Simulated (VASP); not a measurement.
Runs of VASP 6.6.1 on BaTiO3. The structure is that of space group Pm-3m (No. 221), or close to it. The cells are those of the table. 

| task | potentials or basis | cell | cutoff (eV) | gap on the mesh (eV) | pressure (GPa) |
| --- | --- | --- | --- | --- | --- |
| single point | VASP PAW PBE potentials, release 64 (Ba_sv, Ti_sv, O) | a = 4.000, b = 4.000, c = 4.018 Å, angles 89.4°, 5 atoms | 520 | 1.73 | -2.7 |
| electric field gradients | VASP PAW PBE potentials, release 64 (Ba_sv, Ti_sv, O) | a = 4.000, b = 4.000, c = 4.018 Å, angles 91.1°, 5 atoms | 520 | 1.65 | -2.7 |
| single point | VASP PAW PBE potentials, release 64 (Ba_sv, Ti_sv, O) | a = 4.000, b = 4.000, c = 4.018 Å, angles 91.1°, 5 atoms | 520 | 1.65 | -2.7 |
| single point | VASP PAW PBE potentials, release 64 (Ba_sv, Ti_sv, O) | a = 4.001, b = 4.001, c = 4.019 Å, angles 88.3°, 5 atoms | 520 | 1.65 | -2.5 |
| electric field gradients | VASP PAW PBE potentials, release 64 (Ba_sv, Ti_sv, O_h) | a = 4.052, b = 4.052, c = 4.071 Å, 5 atoms | 1000 | 1.68 | (a) |

Alike in all rows: level PBEsol; no spin polarisation; k mesh 7 × 7 × 7; smearing fermi-dirac 0.03 eV.

**Question.** Estimate the missing entries.

**Answer.** (a) -8.7.

Caveats: the PAW data sets were made with another functional, which shifts forces and pressure a little; spin-orbit coupling is left out, which moves the levels of the heavy elements; the cell stands under tension (at least some runs).

A k mesh can miss the band edges, and the runs leave out spin-orbit coupling on Ba.
